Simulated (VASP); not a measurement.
Input of a VASP 6.6.1 run:

INCAR

```
ALGO     = Normal         # electronic algorithm
EDIFF    = 1E-8           # SCF threshold, eV
ENCUT    = 520            # plane-wave cutoff, eV
GGA      = PS             # functional
ISIF     = 2              # what is computed and relaxed
ISMEAR   = -1             # smearing method
LASPH    = T              # aspherical terms in the spheres
LCHARG   = F              # write CHGCAR
LEFG     = T            
LREAL    = F              # projectors in reciprocal space
LWAVE    = F              # write WAVECAR
NBANDS   = 8              # bands
NELM     = 60             # most SCF steps
PREC     = Accurate       # precision mode
SIGMA    = 0.05           # smearing width, eV
```

KPOINTS

```
k-points
0
Gamma
  12 12 12
```

File POSCAR:

```
Sb
1.0
    0.0000000000      2.3050000000      2.3280500000
    2.3050000000      0.0000000000      2.3280500000
    2.3050000000      2.3050000000      0.0000000000
Sb
1
Direct
    0.0000000000      0.0000000000      0.0000000000
```

Potentials or basis: VASP PAW PBE potentials, release 64 (Sb).

Launch:

```sh
$ cat potpaw_PBE.64/Sb/POTCAR > POTCAR
$ mpirun -np 1 vasp_std > vasp.out
```

Q: Estimate the pressure.

A: 4.4 GPa.

Stress tensor (GPa, compression positive):
```
4.31 0.00 0.00
0.00 4.31 0.00
0.00 0.00 4.49
```

Caveat: the cell differs from its parent crystal (zz strain of +1 %); without QUAD_EFG the Cq values of the log hold for a quadrupole moment of 1 mb, not for the nuclei; the PAW data sets were made with another functional, which shifts forces and pressure a little.
